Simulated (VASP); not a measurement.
# Re (P6_3/mmc) in VASP: a series of runs, part 2 of 2

VASP 6.6.1.

### Step 4. Single point, PBE (13.75 Å³/atom)

This run uses another cell than the first one, of 13.75 Å³/atom.

INCAR reads:

```
SYSTEM = Re
PREC = Accurate
ENCUT = 520
EDIFF = 1E-6
ISMEAR = -1
SIGMA = 0.1
LREAL = .FALSE.
LASPH = .TRUE.
NELM = 60
ALGO = Normal
ISIF = 2
LWAVE = .FALSE.
LCHARG = .FALSE.
GGA = PE
NBANDS = 22
```

KPOINTS reads:

```
Automatic mesh
0
G
  17 17 5
  0 0 0
```

POSCAR reads:

```
Re
1.0
    2.7010227850      0.0000000000      0.0000000000
   -1.3505113925      2.3391543480      0.0000000000
    0.0000000000      0.0000000000      8.7068667130
Re
4
Direct
    0.0000000000      0.0000000000      1.0000000000
    0.0000000000      1.0000000000      0.5000000000
    0.3333333333      0.6666666667      0.2500000000
    0.6666666667      0.3333333333      0.7500000000
```

Potentials or basis: VASP PAW PBE potentials, release 64 (Re).

Run with:

```console
cat potpaw_PBE.64/Re/POTCAR > POTCAR
mpirun -np 1 vasp_std > vasp.out
```

OUTCAR:

```text
SYSTEM = Re
   PREC = Accurate
   ENCUT = 520
   EDIFF = 1E-6
   ISMEAR = -1
   LREAL = .FALSE.
   LASPH = .TRUE.
   NELM = 60
   ISIF = 2
   GGA = PE

 ion  position               nearest neighbor table
   1  0.000  0.000  0.000-   3 2.68   4 2.68   3 2.68   4 2.68   4 2.68   3 2.68
   2  0.000  0.000  0.500-   3 2.68   4 2.68   3 2.68   4 2.68   4 2.68   3 2.68
   3  0.333  0.667  0.250-   1 2.68   2 2.68   1 2.68   2 2.68   1 2.68   2 2.68
   4  0.667  0.333  0.750-   1 2.68   2 2.68   1 2.68   2 2.68   1 2.68   2 2.68

  LATTYP: Found a hexagonal cell.
 ALAT       =     2.7010227850
 C/A-ratio  =     3.2235443408

  Lattice vectors:

 A1 = (   2.7010227850,   0.0000000000,   0.0000000000)
 A2 = (  -1.3505113925,   2.3391543480,   0.0000000000)
 A3 = (   0.0000000000,   0.0000000000,   8.7068667130)

Analysis of symmetry for initial positions (statically):
=====================================================================
 Subroutine PRICEL returns:
 Original cell was already a primitive cell.

 Routine SETGRP: Setting up the symmetry group for a
 hexagonal supercell.

 Subroutine GETGRP returns: Found 24 space group operations
 (whereof 12 operations were pure point group operations)
 out of a pool of 24 trial point group operations.

The static configuration has the point symmetry D_3d.
 The point group associated with its full space group is D_6h.

Analysis of symmetry for dynamics (positions and initial velocities):
=====================================================================
 Subroutine PRICEL returns:
 Original cell was already a primitive cell.

 Routine SETGRP: Setting up the symmetry group for a
 hexagonal supercell.

 Subroutine GETGRP returns: Found 24 space group operations
 (whereof 12 operations were pure point group operations)
 out of a pool of 24 trial point group operations.

The dynamic configuration has the point symmetry D_3d.
 The point group associated with its full space group is D_6h.

 Subroutine INISYM returns: Found 24 space group operations
 (whereof 12 operations are pure point group operations),
 and found     1 'primitive' translations

----------------------------------------------------------------------------------------

                                     Primitive cell

  volume of cell :      55.0109

  direct lattice vectors                    reciprocal lattice vectors
     2.701022785  0.000000000  0.000000000     0.370230124  0.213752462  0.000000000
    -1.350511393  2.339154348  0.000000000     0.000000000  0.427504923  0.000000000
     0.000000000  0.000000000  8.706866713     0.000000000  0.000000000  0.114851879

  length of vectors
     2.701022785  2.701022785  8.706866713     0.427504923  0.427504923  0.114851879

  position of ions in fractional coordinates (direct lattice)
     0.000000000  0.000000000  0.000000000
     0.000000000  0.000000000  0.500000000
     0.333333333  0.666666667  0.250000000
     0.666666667  0.333333333  0.750000000

  ion indices of the primitive-cell ions
   primitive index   ion index
                 1           1
                 2           2
                 3           3
                 4           4

----------------------------------------------------------------------------------------
[... 24 lines left out ...]

 Following reciprocal coordinates:
            Coordinates               Weight
  0.000000  0.000000  0.000000      1.000000
  0.058824 -0.000000  0.000000      6.000000
  0.117647 -0.000000  0.000000      6.000000
  0.176471 -0.000000  0.000000      6.000000
  0.235294 -0.000000  0.000000      6.000000
  0.294118  0.000000  0.000000      6.000000
[... 16 lines left out ...]
  0.411765  0.117647  0.000000     12.000000
  0.176471  0.176471  0.000000      6.000000
 [... further k-points ...]
   k-points           NKPTS =     99   k-points in BZ     NKDIM =     99   number of bands    NBANDS=     22
   number of dos      NEDOS =    301   number of ions     NIONS =      4
   total plane-waves  NPLWV =  28000
   dimension x,y,z NGX =    20 NGY =   20 NGZ =   70
   dimension x,y,z NGXF=    40 NGYF=   40 NGZF=  140
   ions per type =               4
   NGX,Y,Z   is equivalent  to a cutoff of  12.31, 12.31, 13.37 a.u.
   NGXF,Y,Z  is equivalent  to a cutoff of  24.62, 24.62, 26.73 a.u.
 SYSTEM =  Re
   PREC   = accura    normal or accurate (medium, high low for compatibility)
   ISTART =      0    job   : 0-new  1-cont  2-samecut
   ICHARG =      2    charge: 1-file 2-atom 10-const
   ISPIN  =      1    spin polarized calculation?
   LNONCOLLINEAR =      F non collinear calculations
   LSORBIT =      F    spin-orbit coupling
   LASPH  =      T    aspherical Exc in radial PAW
   ENCUT  =  520.0 eV  38.22 Ry    6.18 a.u.   5.02  5.02 16.19*2*pi/ulx,y,z
   NELM   =     60;   NELMIN=  2; NELMDL= -5     # of ELM steps
   EDIFF  = 0.1E-05   stopping-criterion for ELM
   LREAL  =      F    real-space projection
   EDIFFG = 0.1E-04   stopping-criterion for IOM
   NSW    =      0    number of steps for IOM
   IBRION =     -1    ionic relax: 0-MD 1-quasi-New 2-CG
   NFREE  =      0    steps in history (QN), initial steepest desc. (CG)
   ISIF   =      2    stress and relaxation
   ISYM   =      2    0-nonsym 1-usesym 2-fastsym
   POTIM  = 0.5000    time-step for ionic-motion
   TEBEG  =    0.0;   TEEND  =   0.0 temperature during run
   PSTRESS=    0.0 pullay stress
   NELECT =      28.0000    total number of electrons
   NUPDOWN=      -1.0000    fix difference up-down
   EMIN   =  10.00;   EMAX   =-10.00  energy-range for DOS
   EFERMI =   0.00;   METHOD = LEGACY
   ISMEAR =    -1;   SIGMA  =   0.10  broadening in eV -4-tet -1-fermi 0-gaus
   EFERMI_NEDOS =   21; number of points for ismear=-14 and -15
   IALGO  =     38    algorithm
   IMIX   =      4    mixing-type and parameters
     AMIX     =   0.40;   BMIX     =  1.00
     AMIX_MAG =   1.60;   BMIX_MAG =  1.00
  volume/ion in A,a.u.               =      13.75        92.81
  Fermi-wavevector in a.u.,A,eV,Ry     =   1.307107  2.470074 23.245947  1.708529
  Thomas-Fermi vector in A             =   2.437864
   LORBIT       =      0    0 simple, 1 ext, 2 COOP (PROOUT), +10 PAW based schemes
   GGA     = PE    functional components
   LHFCALC =     F    Hartree Fock is set to
   AEXX    =    0.0000 exact exchange contribution
   IVDW    =     0    specifies the selected vdW correction
   LEPSILON=     F    determine dielectric tensor
   LRPA    =     F    only Hartree local field effects (RPA)
 non-spin polarized calculation
  energy-cutoff  :      520.00
  volume of cell :       55.01
 maximum number of plane-waves:      1515
 NGX is ok and might be reduce to    20
   NGX =  9   NGY =  9   NGZ = 33

 number of electron      28.0000002 magnetization

 Free energy of the ion-electron system (eV)
  ---------------------------------------------------
  ext. energy  EPLUGINS =         0.00000000
  ---------------------------------------------------
  free energy    TOTEN  =       -49.24878751 eV

  energy without entropy =      -49.16506615  energy(sigma->0) =      -49.20692683

 E-fermi :   8.8703     XC(G=0): -14.1056

 val. band max:        8.8693203222   @ k =   0.4118   0.1176   0.4000
 cond. band min:       8.8706648642   @ k =   0.2353  -0.0000   0.4000
 fundamental gap:      0.0013445420
 Fermi energy:         8.8702972279

 k-point     1 :       0.0000    0.0000    0.0000
  band No.  band energies     occupation
      1      -1.5879      2.00000
      2       0.8568      2.00000
      3       0.9278      2.00000
      4       1.6273      2.00000
      5       6.0984      2.00000
      6       6.2041      2.00000
[... 589 lines left out ...]
     21      12.6462      0.00000
     22      12.8607      0.00000

 [... further k-points ...]

------------------------ aborting loop because EDIFF is reached ----------------------------------------

  FORCE on cell =-STRESS in cart. coord.  units (eV):
  Direction    XX          YY          ZZ          XY          YZ          ZX
  --------------------------------------------------------------------------------------
  -------------------------------------------------------------------------------------
  Total       12.5828298     12.5828298     12.5636208      0.0000000     -0.0000000      0.0000000
  in kB      366.4712268    366.4712268    365.9117691      0.0000000     -0.0000000      0.0000000
  external PRESSURE =     366.2847409 kB  Pullay stress =       0.0000000 kB

 VOLUME and BASIS-vectors are now :
 -----------------------------------------------------------------------------
  energy-cutoff  :      520.00
  volume of cell :       55.01
      direct lattice vectors                 reciprocal lattice vectors
     2.701022785  0.000000000  0.000000000     0.370230124  0.213752462  0.000000000
    -1.350511393  2.339154348  0.000000000     0.000000000  0.427504923  0.000000000
     0.000000000  0.000000000  8.706866713     0.000000000  0.000000000  0.114851879

 POSITION                                       TOTAL-FORCE (eV/Angst)
 -----------------------------------------------------------------------------------
      0.00000      0.00000      0.00000         0.000000      0.000000     -0.000000
      0.00000      0.00000      4.35343         0.000000      0.000000     -0.000000
     -0.00000      1.55944      2.17672        -0.000000     -0.000000      0.000000
      1.35051      0.77972      6.53015        -0.000000      0.000000     -0.000000
 -----------------------------------------------------------------------------------
    total drift:                                0.000000     -0.000000      0.000000

  FREE ENERGIE OF THE ION-ELECTRON SYSTEM (eV)
  ---------------------------------------------------
  free  energy   TOTEN  =       -49.2487875113 eV

  energy  without entropy=      -49.1650661502  energy(sigma->0) =      -49.20692683
```

stdout:

```text
POSCAR found type information on POSCAR Re
 POSCAR found :  1 types and       4 ions
 scaLAPACK will be used
 LDA part: xc-table for (Slater+PW92), standard interpolation
 POSCAR, INCAR and KPOINTS ok, starting setup
 FFT: planning ... GRIDC
 FFT: planning ... GRID_SOFT
 FFT: planning ... GRID
 WAVECAR not read
 entering main loop
```

Run time: 69 s. Hardware: 1 thread of Intel Xeon Platinum 8559C (Emerald Rapids), shared host; peak memory 0.23 GiB.

What came out:

```
Free energy            : -49.2488 eV
Pressure               : 36.6 GPa
Band gap on the k mesh : zero (bands 14 and 15 overlap by 3.01 eV)
```

Levels at points of the mesh, in eV from the Fermi level:
| k point | band 11 | band 12 | band 13 | band 14 | band 15 | band 16 | band 17 | band 18 |
| --- | --- | --- | --- | --- | --- | --- | --- | --- |
| (0.00, 0.00, 0.00) | -1.82 | -1.42 | -1.42 | -1.28 | -1.28 | 0.65 | 0.65 | 0.67 |

Caveat: the cell stands under pressure; spin-orbit coupling is left out, which moves the levels of the heavy elements.

### Step 5. Single point, PBE (14.35 Å³/atom)

This run uses another cell than the first one, of 14.35 Å³/atom.

INCAR reads:

```
ALGO = Normal
EDIFF = 1E-6
ENCUT = 520
GGA = PE
ISIF = 2
ISMEAR = -1
LASPH = True
LCHARG = True
LELF = True
LREAL = False
LVHAR = True
LWAVE = False
NBANDS = 22
NELM = 60
PREC = Accurate
SIGMA = 0.1
```

KPOINTS reads:

```
k-points
0
Gamma
  17 17 5
```

POSCAR reads:

```
Re
1.0
    2.7396140387      0.0000000000      0.0000000000
   -1.3698070193      2.3725753541      0.0000000000
    0.0000000000      0.0000000000      8.8312673304
Re
4
Direct
    0.0000000000      0.0000000000      1.0000000000
    0.0000000000      1.0000000000      0.5000000000
    0.3333333333      0.6666666667      0.2500000000
    0.6666666667      0.3333333333      0.7500000000
```

Run with:

```console
cat potpaw_PBE.64/Re/POTCAR > POTCAR
mpirun -np 1 vasp_std > vasp.out
```

Run time: 77 s. Hardware: 1 thread of Intel Xeon Platinum 8559C (Emerald Rapids), shared host; peak memory 0.23 GiB.

It converged, with:

* Free energy: -49.6375 eV
* Pressure: 16.0 GPa
* Band gap on the k mesh: zero (bands 14 and 15 overlap by 2.77 eV)

Stress tensor (GPa, compression positive):
```
16.03  0.00  0.00
 0.00 16.03  0.00
 0.00  0.00 15.94
```

Levels at points of the mesh, in eV from the Fermi level:
```tsv
k point	band 10	band 11	band 12	band 13	band 14	band 15	band 16	band 17	band 18	band 19
(0.00, 0.00, 0.00)	-2.01	-1.70	-1.31	-1.31	-1.18	-1.18	0.57	0.63	0.63	1.53
```

Caveat: the cell stands under pressure; spin-orbit coupling is left out, which moves the levels of the heavy elements.

### Step 6. Single point, PBE

INCAR reads:

```
SYSTEM = Re
PREC     = Accurate       ! precision mode
ENCUT    = 520            ! plane-wave cutoff, eV
EDIFF    = 1E-6           ! SCF threshold, eV
ISMEAR   = -1             ! smearing method
SIGMA    = 0.1            ! smearing width, eV
LREAL    = .False.        ! projectors in reciprocal space
LASPH    = .True.         ! aspherical terms in the spheres
NELM     = 80             ! most SCF steps
ALGO     = Normal         ! electronic algorithm
ISIF     = 2              ! what is computed and relaxed
LWAVE    = .False.        ! write WAVECAR
LCHARG   = .True.         ! write CHGCAR
GGA      = PE             ! functional
LELF     = .True.         ! ELF
LVHAR    = .True.       
NBANDS   = 22             ! bands
```

KPOINTS reads:

```
regular mesh
0
Gamma
  17 17 5
  0 0 0
```

POSCAR reads:

```
Re
1.0
    2.7771476622      0.0000000000      0.0000000000
   -1.3885738311      2.4050804255      0.0000000000
    0.0000000000      0.0000000000      8.9522586301
Re
4
Direct
    0.0000000000      0.0000000000      1.0000000000
    0.0000000000      1.0000000000      0.5000000000
    0.3333333333      0.6666666667      0.2500000000
    0.6666666667      0.3333333333      0.7500000000
```

Potentials or basis: VASP PAW PBE potentials, release 64 (Re).

Run with:

```console
cat potpaw_PBE.64/Re/POTCAR > POTCAR
mpirun -np 1 vasp_std > vasp.out
```

OUTCAR:

```text
SYSTEM = Re
   PREC = Accurate
   ENCUT = 520
   EDIFF = 1E-6
   ISMEAR = -1
   LREAL = .False.
   LASPH = .True.
   NELM = 80
   ISIF = 2
   GGA = PE

 ion  position               nearest neighbor table
   1  0.000  0.000  0.000-   3 2.75   4 2.75   3 2.75   4 2.75   4 2.75   3 2.75
   2  0.000  0.000  0.500-   3 2.75   4 2.75   3 2.75   4 2.75   4 2.75   3 2.75
   3  0.333  0.667  0.250-   1 2.75   2 2.75   1 2.75   2 2.75   1 2.75   2 2.75
   4  0.667  0.333  0.750-   1 2.75   2 2.75   1 2.75   2 2.75   1 2.75   2 2.75

  LATTYP: Found a hexagonal cell.
 ALAT       =     2.7771476622
 C/A-ratio  =     3.2235443408

  Lattice vectors:

 A1 = (   2.7771476622,   0.0000000000,   0.0000000000)
 A2 = (  -1.3885738311,   2.4050804255,   0.0000000000)
 A3 = (   0.0000000000,   0.0000000000,   8.9522586301)

Analysis of symmetry for initial positions (statically):
=====================================================================
 Subroutine PRICEL returns:
 Original cell was already a primitive cell.

 Routine SETGRP: Setting up the symmetry group for a
 hexagonal supercell.

 Subroutine GETGRP returns: Found 24 space group operations
 (whereof 12 operations were pure point group operations)
[... 171 lines left out ...]

 val. band max:        7.7858788786   @ k =   0.2941   0.0000   0.0000
 cond. band min:       7.8040492894   @ k =   0.2941   0.1176   0.0000
 fundamental gap:      0.0181704108
 Fermi energy:         7.7971264155

 k-point     1 :       0.0000    0.0000    0.0000
  band No.  band energies     occupation
      1      -2.0660      2.00000
      2       0.2308      2.00000
      3       0.2954      2.00000
      4       1.2024      2.00000
      5       5.2988      2.00000
      6       5.3936      2.00000
[... 589 lines left out ...]
     21      11.1369      0.00000
     22      11.3348      0.00000

 [... further k-points ...]

------------------------ aborting loop because EDIFF is reached ----------------------------------------

  FORCE on cell =-STRESS in cart. coord.  units (eV):
  Direction    XX          YY          ZZ          XY          YZ          ZX
  --------------------------------------------------------------------------------------
  -------------------------------------------------------------------------------------
  Total       -0.1745933     -0.1745933     -0.2400314     -0.0000000     -0.0000000      0.0000000
  in kB       -4.6781816     -4.6781816     -6.4315770     -0.0000000     -0.0000000      0.0000000
  external PRESSURE =      -5.2626467 kB  Pullay stress =       0.0000000 kB

 VOLUME and BASIS-vectors are now :
 -----------------------------------------------------------------------------
  energy-cutoff  :      520.00
  volume of cell :       59.79
      direct lattice vectors                 reciprocal lattice vectors
     2.777147662  0.000000000  0.000000000     0.360081682  0.207893256  0.000000000
    -1.388573831  2.405080426  0.000000000     0.000000000  0.415786512  0.000000000
     0.000000000  0.000000000  8.952258630     0.000000000  0.000000000  0.111703654

 POSITION                                       TOTAL-FORCE (eV/Angst)
 -----------------------------------------------------------------------------------
      0.00000      0.00000      0.00000         0.000000     -0.000000     -0.000000
      0.00000      0.00000      4.47613         0.000000     -0.000000     -0.000000
     -0.00000      1.60339      2.23806        -0.000000     -0.000000      0.000000
      1.38857      0.80169      6.71419         0.000000      0.000000      0.000000
 -----------------------------------------------------------------------------------
    total drift:                               -0.000000      0.000000      0.000000

  FREE ENERGIE OF THE ION-ELECTRON SYSTEM (eV)
  ---------------------------------------------------
  free  energy   TOTEN  =       -49.7502294323 eV

  energy  without entropy=      -49.6542025866  energy(sigma->0) =      -49.70221601
```

OSZICAR:

```text
N       E                     dE             d eps       ncg     rms          rms(c)
DAV:   1     0.170437439779E+03    0.17044E+03   -0.12360E+04  8152   0.156E+03
DAV:   2    -0.274217479370E+02   -0.19786E+03   -0.17898E+03  8408   0.677E+02
DAV:   3    -0.504145936210E+02   -0.22993E+02   -0.19656E+02  8204   0.327E+02
DAV:   4    -0.523487173126E+02   -0.19341E+01   -0.17379E+01  7148   0.750E+01
DAV:   5    -0.525763508829E+02   -0.22763E+00   -0.20948E+00  7768   0.164E+01    0.586E+01
DAV:   6    -0.504695738168E+02    0.21068E+01   -0.22091E+00  7038   0.331E+01    0.234E+01
DAV:   7    -0.497714810638E+02    0.69809E+00   -0.16828E+00  7348   0.265E+01    0.101E+00
DAV:   8    -0.497566381124E+02    0.14843E-01   -0.97187E-02  8380   0.405E+00    0.545E-01
DAV:   9    -0.497512198661E+02    0.54182E-02   -0.21728E-02  8504   0.332E+00    0.363E-01
DAV:  10    -0.497501736611E+02    0.10462E-02   -0.29000E-03  8212   0.101E+00    0.591E-02
DAV:  11    -0.497502214616E+02   -0.47800E-04   -0.26447E-04  8250   0.250E-01    0.308E-02
DAV:  12    -0.497502282773E+02   -0.68157E-05   -0.25827E-05  6908   0.122E-01    0.160E-02
DAV:  13    -0.497502299971E+02   -0.17198E-05   -0.35370E-06  4572   0.318E-02    0.865E-03
DAV:  14    -0.497502294323E+02    0.56483E-06   -0.98964E-07  4074   0.163E-02
   1 F= -.49750229E+02 E0= -.49702216E+02  d E =-.960268E-01
```

stdout:

```text
POSCAR found type information on POSCAR Re
 POSCAR found :  1 types and       4 ions
 scaLAPACK will be used
 LDA part: xc-table for (Slater+PW92), standard interpolation
 POSCAR, INCAR and KPOINTS ok, starting setup
 FFT: planning ... GRIDC
 FFT: planning ... GRID_SOFT
 FFT: planning ... GRID
 WAVECAR not read
 entering main loop
```

Wall time 84 s (1 thread of Intel Xeon Platinum 8559C (Emerald Rapids), shared host); peak memory 0.25 GiB.

Results:

```
Free energy            : -49.7502 eV
Pressure               : -0.5 GPa
Band gap on the k mesh : zero (bands 14 and 15 overlap by 2.57 eV)
```

Caveat: spin-orbit coupling is left out, which moves the levels of the heavy elements.

### Step 7. Summary

```tsv
cell	k mesh	gap on the mesh (eV)	pressure (GPa)
a = 2.777, b = 2.777, c = 8.952 Å, angles 90.0, 90.0, 120.0°, 4 atoms	13 × 13 × 4	none	-0.5
a = 2.661, b = 2.661, c = 8.579 Å, angles 90.0, 90.0, 120.0°, 4 atoms	17 × 17 × 5	none	62.4
a = 2.701, b = 2.701, c = 8.707 Å, angles 90.0, 90.0, 120.0°, 4 atoms	17 × 17 × 5	none	36.6
a = 2.740, b = 2.740, c = 8.831 Å, angles 90.0, 90.0, 120.0°, 4 atoms	17 × 17 × 5	none	16.0
a = 2.777, b = 2.777, c = 8.952 Å, angles 90.0, 90.0, 120.0°, 4 atoms	17 × 17 × 5	none	-0.5
```

Alike in all rows: task single point; level PBE; potentials or basis VASP PAW PBE potentials, release 64 (Re); no spin polarisation; cutoff (eV) 520; smearing fermi-dirac 0.1 eV.

Caveats: spin-orbit coupling is left out, which moves the levels of the heavy elements; the cell stands under pressure (at least some runs).

Absolute energies hang on the potentials; compare differences alone.

The gap in the log of VASP goes by the Fermi energy; the results here count the filled bands.